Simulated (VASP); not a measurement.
# Sb2Se5 (I4/mmm) in VASP: notebook

Runs on Sb2Se5. Level: PBE. Tasks: single point, relaxation of cell and atoms.

Everything below comes from runs of VASP 6.6.1. Logs are shortened: lines on timing, memory, paths and dates and some standing lists are left out, and cuts for length are marked.

## Step 1: The cell of the first run

Symmetry: I4/mmm, No. 139, tetragonal system. The conventional cell has a = 7.845 Å, b = 7.845 Å, c = 6.820 Å, α = 90.00°, β = 90.00°, γ = 90.00°. Within 2.8 Å of Sb (site symmetry 4mm) lie 5 Se at 2.03 to 2.79 Å and 1 Sb at 2.75 Å. Se (site symmetry 2/m) has 2 Sb at 2.79 Å and 4 Se at 3.26 to 3.41 Å within 3.7 Å. Within 2.7 Å of Se (site symmetry 4/mmm) lie 2 Sb at 2.03 Å.

The cell was generated, and may not be a known phase.

## Step 2: Single point, PBE

INCAR reads:

```
  PREC = Accurate
  ENCUT = 520
  EDIFF = 1E-6
  ISMEAR = 0
  SIGMA = 0.1
  LREAL = False
  LASPH = True
  NELM = 80
  ALGO = Normal
  ISIF = 2
  LWAVE = False
  LCHARG = False
  GGA = PE
  NBANDS = 29
```

KPOINTS reads:

```
Automatic mesh
0
Gamma
  4 4 4
```

POSCAR reads:

```
Sb2Se5
1.0
   -3.9226597600      3.9226597600      3.4098904800
    3.9226597600     -3.9226597600      3.4098904800
    3.9226597600      3.9226597600     -3.4098904800
Sb Se
2 5
Direct
    0.2018886400      0.2018886400      0.0000000000
    0.7981113600      0.7981113600      0.0000000000
    0.5000000000      0.5000000000      0.5000000000
    0.0000000000      0.0000000000      0.5000000000
    0.5000000000      0.0000000000      0.0000000000
    0.0000000000      0.5000000000      0.0000000000
    0.5000000000      0.5000000000      0.0000000000
```

Potentials or basis: VASP PAW PBE potentials, release 64 (Sb, Se).

Command:

```bash
$ cat potpaw_PBE.64/Sb/POTCAR potpaw_PBE.64/Se/POTCAR > POTCAR
$ mpirun -np 1 vasp_std > vasp.out
```

OUTCAR:

```text
PREC = Accurate
   ENCUT = 520
   EDIFF = 1E-6
   ISMEAR = 0
   LREAL = False
   LASPH = True
   NELM = 80
   ISIF = 2
   GGA = PE

 ion  position               nearest neighbor table
   1  0.202  0.202  0.000-   7 2.03   2 2.75   5 2.79   6 2.79   3 2.79   4 2.79
   2  0.798  0.798  0.000-   7 2.03   1 2.75   5 2.79   6 2.79   4 2.79   3 2.79
   3  0.500  0.500  0.500-   2 2.79   1 2.79
   4  0.000  0.000  0.500-   1 2.79   2 2.79
   5  0.500  0.000  0.000-   1 2.79   2 2.79
   6  0.000  0.500  0.000-   1 2.79   2 2.79
   7  0.500  0.500  0.000-   1 2.03   2 2.03

  LATTYP: Found a body centered tetragonal cell.
 ALAT       =     7.8453195200
 C/A-ratio  =     0.8692802049

  Lattice vectors:

 A1 = (  -3.9226597600,   3.9226597600,   3.4098904800)
 A2 = (   3.9226597600,  -3.9226597600,   3.4098904800)
 A3 = (   3.9226597600,   3.9226597600,  -3.4098904800)

Analysis of symmetry for initial positions (statically):
=====================================================================
 Subroutine PRICEL returns:
 Original cell was already a primitive cell.

 Routine SETGRP: Setting up the symmetry group for a
 body centered tetragonal supercell.

 Subroutine GETGRP returns: Found 16 space group operations
 (whereof 16 operations were pure point group operations)
 out of a pool of 16 trial point group operations.

The static configuration has the point symmetry D_4h.

Analysis of symmetry for dynamics (positions and initial velocities):
=====================================================================
 Subroutine PRICEL returns:
 Original cell was already a primitive cell.

 Routine SETGRP: Setting up the symmetry group for a
 body centered tetragonal supercell.

 Subroutine GETGRP returns: Found 16 space group operations
 (whereof 16 operations were pure point group operations)
 out of a pool of 16 trial point group operations.

The dynamic configuration has the point symmetry D_4h.

 Subroutine INISYM returns: Found 16 space group operations
 (whereof 16 operations are pure point group operations),
 and found     1 'primitive' translations

----------------------------------------------------------------------------------------

                                     Primitive cell

  volume of cell :     209.8755

  direct lattice vectors                    reciprocal lattice vectors
    -3.922659760  3.922659760  3.409890480     0.000000000  0.127464534  0.146632275
     3.922659760 -3.922659760  3.409890480     0.127464534  0.000000000  0.146632275
     3.922659760  3.922659760 -3.409890480     0.127464534  0.127464534  0.000000000

  length of vectors
     6.511672003  6.511672003  6.511672003     0.194289042  0.194289042  0.180262073

  position of ions in fractional coordinates (direct lattice)
     0.201888640  0.201888640  0.000000000
     0.798111360  0.798111360  0.000000000
     0.500000000  0.500000000  0.500000000
     1.000000000  1.000000000  0.500000000
     0.500000000  0.000000000  0.000000000
     0.000000000  0.500000000  0.000000000
     0.500000000  0.500000000  0.000000000

  ion indices of the primitive-cell ions
   primitive index   ion index
                 1           1
                 2           2
                 3           3
                 4           4
                 5           5
                 6           6
                 7           7

----------------------------------------------------------------------------------------

 KPOINTS: Automatic mesh

Automatic generation of k-mesh.
 Grid dimensions read from file:
 generate k-points for:    4    4    4

 Generating k-lattice:

  Cartesian coordinates                     Fractional coordinates (reciprocal lattice)
     0.000000000  0.031866134  0.036658069     0.250000000  0.000000000 -0.000000000
     0.031866134  0.000000000  0.036658069     0.000000000  0.250000000 -0.000000000
     0.031866134  0.031866134  0.000000000     0.000000000  0.000000000  0.250000000

  Length of vectors
     0.048572260  0.048572260  0.045065518

  Shift w.r.t. Gamma in fractional coordinates (k-lattice)
     0.000000000  0.000000000  0.000000000

 Subroutine IBZKPT returns following result:
 ===========================================

 Found     13 irreducible k-points:

 Following reciprocal coordinates:
            Coordinates               Weight
  0.000000  0.000000  0.000000      1.000000
  0.250000  0.000000  0.000000      8.000000
  0.500000  0.000000  0.000000      4.000000
  0.250000  0.250000  0.000000      8.000000
  0.500000  0.250000  0.000000     16.000000
 -0.250000  0.250000  0.000000      4.000000
  0.500000  0.500000  0.000000      2.000000
  0.250000  0.250000  0.250000      2.000000
 -0.250000  0.250000  0.250000      4.000000
  0.500000  0.500000  0.250000      4.000000
 -0.250000  0.500000  0.250000      8.000000
 -0.250000 -0.250000  0.250000      2.000000
  0.500000  0.500000  0.500000      1.000000
   k-points           NKPTS =     13   k-points in BZ     NKDIM =     13   number of bands    NBANDS=     29
   number of dos      NEDOS =    301   number of ions     NIONS =      7
   total plane-waves  NPLWV = 110592
   dimension x,y,z NGX =    48 NGY =   48 NGZ =   48
   dimension x,y,z NGXF=    96 NGYF=   96 NGZF=   96
   ions per type =               2   5
   NGX,Y,Z   is equivalent  to a cutoff of  12.25, 12.25, 12.25 a.u.
   NGXF,Y,Z  is equivalent  to a cutoff of  24.51, 24.51, 24.51 a.u.
 SYSTEM =  unknown system
   PREC   = accura    normal or accurate (medium, high low for compatibility)
   ISTART =      0    job   : 0-new  1-cont  2-samecut
   ICHARG =      2    charge: 1-file 2-atom 10-const
   ISPIN  =      1    spin polarized calculation?
   LNONCOLLINEAR =      F non collinear calculations
   LSORBIT =      F    spin-orbit coupling
   LASPH  =      T    aspherical Exc in radial PAW
   ENCUT  =  520.0 eV  38.22 Ry    6.18 a.u.  12.11 12.11 12.11*2*pi/ulx,y,z
   NELM   =     80;   NELMIN=  2; NELMDL= -5     # of ELM steps
   EDIFF  = 0.1E-05   stopping-criterion for ELM
   LREAL  =      F    real-space projection
   EDIFFG = 0.1E-04   stopping-criterion for IOM
   NSW    =      0    number of steps for IOM
   IBRION =     -1    ionic relax: 0-MD 1-quasi-New 2-CG
   NFREE  =      0    steps in history (QN), initial steepest desc. (CG)
   ISIF   =      2    stress and relaxation
   ISYM   =      2    0-nonsym 1-usesym 2-fastsym
   POTIM  = 0.5000    time-step for ionic-motion
   TEBEG  =    0.0;   TEEND  =   0.0 temperature during run
   PSTRESS=    0.0 pullay stress
   NELECT =      40.0000    total number of electrons
   NUPDOWN=      -1.0000    fix difference up-down
   EMIN   =  10.00;   EMAX   =-10.00  energy-range for DOS
   EFERMI =   0.00;   METHOD = LEGACY
   ISMEAR =     0;   SIGMA  =   0.10  broadening in eV -4-tet -1-fermi 0-gaus
   EFERMI_NEDOS =   21; number of points for ismear=-14 and -15
   IALGO  =     38    algorithm
   IMIX   =      4    mixing-type and parameters
     AMIX     =   0.40;   BMIX     =  1.00
     AMIX_MAG =   1.60;   BMIX_MAG =  1.00
  volume/ion in A,a.u.               =      29.98       202.33
  Fermi-wavevector in a.u.,A,eV,Ry     =   0.942123  1.780354 12.076473  0.887596
  Thomas-Fermi vector in A             =   2.069701
   LORBIT       =      0    0 simple, 1 ext, 2 COOP (PROOUT), +10 PAW based schemes
   GGA     = PE    functional components
   LHFCALC =     F    Hartree Fock is set to
   AEXX    =    0.0000 exact exchange contribution
   IVDW    =     0    specifies the selected vdW correction
   LEPSILON=     F    determine dielectric tensor
   LRPA    =     F    only Hartree local field effects (RPA)
 non-spin polarized calculation
 Gauss-broadening in eV      SIGMA  =   0.10
  energy-cutoff  :      520.00
  volume of cell :      209.88
 maximum number of plane-waves:      5680
   NGX = 25   NGY = 25   NGZ = 25

 number of electron      39.9999997 magnetization

 Free energy of the ion-electron system (eV)
  ---------------------------------------------------
  ext. energy  EPLUGINS =         0.00000000
  ---------------------------------------------------
  free energy    TOTEN  =       -15.57612241 eV

  energy without entropy =      -15.53558037  energy(sigma->0) =      -15.55585139

 E-fermi :   2.8595     XC(G=0):  -8.4892

 val. band max:        2.8495424184   @ k =   0.5000   0.5000   0.5000
 cond. band min:       2.8664106029   @ k =  -0.2500   0.2500   0.0000
 fundamental gap:      0.0168681845
 Fermi energy:         2.8595348006

 k-point     1 :       0.0000    0.0000    0.0000
  band No.  band energies     occupation
      1     -13.8213      2.00000
      2      -9.5988      2.00000
      3      -9.2293      2.00000
      4      -9.2111      2.00000
      5      -9.0191      2.00000
      6      -9.0191      2.00000
[... 21 lines left out ...]
     28       7.4395      0.00000
     29       7.7482      0.00000

 k-point     2 :       0.2500    0.0000    0.0000
  band No.  band energies     occupation
      1     -13.7490      2.00000
      2     -10.3156      2.00000
      3      -9.2391      2.00000
      4      -9.2329      2.00000
      5      -9.0845      2.00000
      6      -8.3746      2.00000
[... 21 lines left out ...]
     28       8.0822      0.00000
     29       8.5330      0.00000

 k-point     3 :       0.5000    0.0000    0.0000
  band No.  band energies     occupation
      1     -13.6686      2.00000
      2     -10.7220      2.00000
      3      -9.2470      2.00000
      4      -9.1992      2.00000
      5      -9.1853      2.00000
      6      -8.1366      2.00000
[... 286 lines left out ...]
      5      -8.9333      2.00000
      6      -8.0187      2.00000
[... 21 lines left out ...]
     28       8.7997      0.00000
     29       9.2375      0.00000

 k-point    13 :       0.5000    0.5000    0.5000
  band No.  band energies     occupation
      1     -13.6247      2.00000
      2     -10.5385      2.00000
      3      -9.7479      2.00000
      4      -9.7479      2.00000
      5      -8.5894      2.00000
      6      -7.0183      2.00000
[... 21 lines left out ...]
     28       9.3430      0.00000
     29       9.5927      0.00000

------------------------ aborting loop because EDIFF is reached ----------------------------------------

  FORCE on cell =-STRESS in cart. coord.  units (eV):
  Direction    XX          YY          ZZ          XY          YZ          ZX
  --------------------------------------------------------------------------------------
  -------------------------------------------------------------------------------------
  Total        4.6628451      4.6628451     61.4682927      0.0000000      0.0000000      0.0000000
  in kB       35.5958908     35.5958908    469.2454070      0.0000000      0.0000000      0.0000000
  external PRESSURE =     180.1457295 kB  Pullay stress =       0.0000000 kB

 VOLUME and BASIS-vectors are now :
 -----------------------------------------------------------------------------
  energy-cutoff  :      520.00
  volume of cell :      209.88
      direct lattice vectors                 reciprocal lattice vectors
    -3.922659760  3.922659760  3.409890480     0.000000000  0.127464534  0.146632275
     3.922659760 -3.922659760  3.409890480     0.127464534  0.000000000  0.146632275
     3.922659760  3.922659760 -3.409890480     0.127464534  0.127464534  0.000000000

 POSITION                                       TOTAL-FORCE (eV/Angst)
 -----------------------------------------------------------------------------------
      0.00000      0.00000      1.37684         0.000000      0.000000    -11.356274
      0.00000      0.00000      5.44294        -0.000000     -0.000000     11.356274
      1.96133      1.96133      1.70495         0.000000      0.000000      0.000000
      1.96133      1.96133     -1.70495         0.000000      0.000000      0.000000
     -1.96133      1.96133      1.70495         0.000000      0.000000     -0.000000
      1.96133     -1.96133      1.70495         0.000000      0.000000      0.000000
      0.00000      0.00000      3.40989         0.000000      0.000000     -0.000000
 -----------------------------------------------------------------------------------
    total drift:                                0.000000      0.000000     -0.000000

  FREE ENERGIE OF THE ION-ELECTRON SYSTEM (eV)
  ---------------------------------------------------
  free  energy   TOTEN  =       -15.5761224064 eV

  energy  without entropy=      -15.5355803683  energy(sigma->0) =      -15.55585139
```

Run time: 45 s. Hardware: 1 thread of AMD EPYC 9R45 (Zen 5), shared host; peak memory 0.32 GiB.

Results:

| Property | Result |
| --- | --- |
| Free energy | -15.5761 eV |
| Pressure | 18.0 GPa |
| Largest force | 11.356 eV/Å |
| Band gap on the k mesh | zero (bands 20 and 21 overlap by 0.87 eV) |

Forces on the atoms (eV/Å):
```
Sb    0.000   0.000 -11.356
Sb    0.000   0.000  11.356
Se    0.000   0.000   0.000
Se    0.000   0.000   0.000
Se    0.000   0.000   0.000
Se    0.000   0.000   0.000
Se    0.000   0.000   0.000
```

Caveat: the stress differs along the axes, from 4 to 47 GPa; spin-orbit coupling is left out, which moves the levels of the heavy elements; forces of over 1 eV/Å act on the atoms, so gaps and moduli don't describe the material at rest.

(Part 1 of 3 ends here.)

The gap in the log of VASP goes by the Fermi energy; the results here count the filled bands.